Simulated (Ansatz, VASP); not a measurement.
## WS2: VASP beside Ansatz

Contents of POSCAR:

```
WS2
1.0
    1.5316303727      0.8842872080      6.1633300000
   -1.5316303727      0.8842872080      6.1633300000
    0.0000000000     -1.7685744160      6.1633300000
W S
1 2
Direct
    0.0000000000      0.0000000000      0.0000000000
    0.7503000000      0.7503000000      0.7503000000
    0.5810000000      0.5810000000      0.5810000000
```

File INCAR.step1:

```
PREC     = Accurate       # precision mode
ENCUT    = 520            # plane-wave cutoff, eV
ISMEAR   = 0              # smearing method
SIGMA    = 0.05           # smearing width, eV
LREAL    = F              # projectors in reciprocal space
LASPH    = T              # aspherical terms in the spheres
NELM     = 100            # most SCF steps
NBANDS   = 20             # bands
GGA      = PE             # functional
ALGO     = Normal         # electronic algorithm
EDIFF    = 1E-4           # SCF threshold, eV
LWAVE    = T              # write WAVECAR
LCHARG   = F              # write CHGCAR
```

File INCAR.step2:

```
PREC     = Accurate       # precision mode
ENCUT    = 520            # plane-wave cutoff, eV
EDIFF    = 1E-7           # SCF threshold, eV
ISMEAR   = 0              # smearing method
SIGMA    = 0.05           # smearing width, eV
LREAL    = F              # projectors in reciprocal space
LASPH    = T              # aspherical terms in the spheres
NELM     = 100            # most SCF steps
ALGO     = Normal         # electronic algorithm
ISIF     = 2              # what is computed and relaxed
LWAVE    = F              # write WAVECAR
LCHARG   = F              # write CHGCAR
METAGGA  = R2SCAN         # meta-GGA
LMIXTAU  = T            
NBANDS   = 20             # bands
ISTART   = 1
```

KPOINTS

```
regular mesh
0
Gamma
  12 12 12
```

Input for Ansatz:

```yaml
crystal:
  lattice:
    - [1.5316303727, 0.884287208, 6.16333]
    - [-1.5316303727, 0.884287208, 6.16333]
    - [0.0, -1.768574416, 6.16333]
  atoms:
    - { symbol: W, position: [0.0, 0.0, 0.0] }
    - { symbol: S, position: [0.7503, 0.7503, 0.7503] }
    - { symbol: S, position: [0.581, 0.581, 0.581] }
basis:
  ecutwfc: 500
kpoints:
  mp_grid: { grid: [12, 12, 12] }
hamiltonian:
  xc: r2scan
scf:
  occupations: { method: gaussian, width: 0.05 }
output:
  forces: true
  stress: true
  eigenvalues: true
```

Change from the starting cell: strain -0.030 along x and y, +0.000 along z, atoms carried along.

Alike in both runs: task single point; functional r2SCAN; k mesh 12 × 12 × 12; occupations gaussian, width 0.05 eV; no spin polarisation.

```csv
,VASP,Ansatz
version,VASP 6.6.1,Ansatz 0.2.0
potentials or method,"VASP PAW PBE potentials, release 64 (W_sv, S), cutoff 520 eV","scalar-relativistic, plane waves, PAW"
valence electrons in the cell,26,26
```

|  | VASP | Ansatz | Ansatz less VASP |
| --- | --- | --- | --- |
| gap on the k mesh at the Fermi level (eV) | 1.21 | 1.19 | -0.015 |
| least direct gap on the mesh (eV) | 2.43 | 2.42 | -0.004 |
| pressure (GPa) | 14.9 | 14.6 | -0.28 |
| traceless stress, the component that is largest in VASP (GPa) | -4.72 | -4.64 | +0.074 |
| rms of the force components (eV/Å) | 0.450 | 0.440 | -0.0100 |

VASP's potentials were made for PBE, not for r2SCAN. Atom by atom the forces differ by 0.013 eV/Å (rms over components). The functional is the same, so the differences come from potentials, cutoffs and numerics.

Neither program's run includes spin-orbit coupling.
